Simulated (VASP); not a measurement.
Set up this calculation in VASP 6.6.1, as the native input.

| Property | Result |
| --- | --- |
| Task | single point |
| Functional | PBE |
| Potentials or basis | VASP PAW PBE potentials, release 64 (Ti_sv, Ta_pv) |
| Cutoff | 520 eV |
| k mesh | 6 × 6 × 8 |
| Occupations | gaussian, width 0.1 eV |
| Spin | no spin polarisation |
| Dipole correction | no |
| Further INCAR settings | ALGO = Fast; EDIFF = 1e-07; NBANDS = 67 |

The structure of Ta4Ti lies in POSCAR:

```
Ta4Ti
1.0
    8.2743239537      0.0000000000      0.0000000000
   -4.1371619769      7.1657747431      0.0000000000
    0.0000000000      0.0000000000      4.8671553381
Ti Ta
2 8
Direct
    0.3333333333      0.6666666667      0.0000000000
    0.6666666667      0.3333333333      0.0000000000
    0.0000000000      0.3466320641      0.5000000000
    0.6533679359      0.6533679359      0.5000000000
    0.3466320641      0.0000000000      0.5000000000
    0.0000000000      0.6533679359      0.5000000000
    0.3466320641      0.3466320641      0.5000000000
    0.6533679359      0.0000000000      0.5000000000
    0.3333333333      0.6666666667      0.5000000000
    0.6666666667      0.3333333333      0.5000000000
```

The input as run:

INCAR

```
ALGO = Fast
EDIFF = 1E-7
ENCUT = 520
GGA = PE
ISIF = 2
ISMEAR = 0
LASPH = T
LCHARG = T
LELF = T
LREAL = F
LVHAR = T
LWAVE = F
NBANDS = 67
NELM = 80
PREC = Accurate
SIGMA = 0.1
```

KPOINTS

```
k-points
0
Gamma
  6 6 8
```

Potentials or basis: VASP PAW PBE potentials, release 64 (Ti_sv, Ta_pv).

Command:

```console
$ cat potpaw_PBE.64/Ti_sv/POTCAR potpaw_PBE.64/Ta_pv/POTCAR > POTCAR
$ mpirun -np 1 vasp_std > vasp.out
```

Results of the run:

```
Pressure               : 0.1 GPa
Largest force          : 0.012 eV/Å
Band gap on the k mesh : zero (bands 56 and 57 overlap by 0.57 eV)
```

Caveat: spin-orbit coupling is left out, which moves the levels of the heavy elements.

Run time: 34 min on 1 thread of Intel(R) Xeon(R) 6975P-C (Granite Rapids) (shared host), peak memory 0.71 GiB.
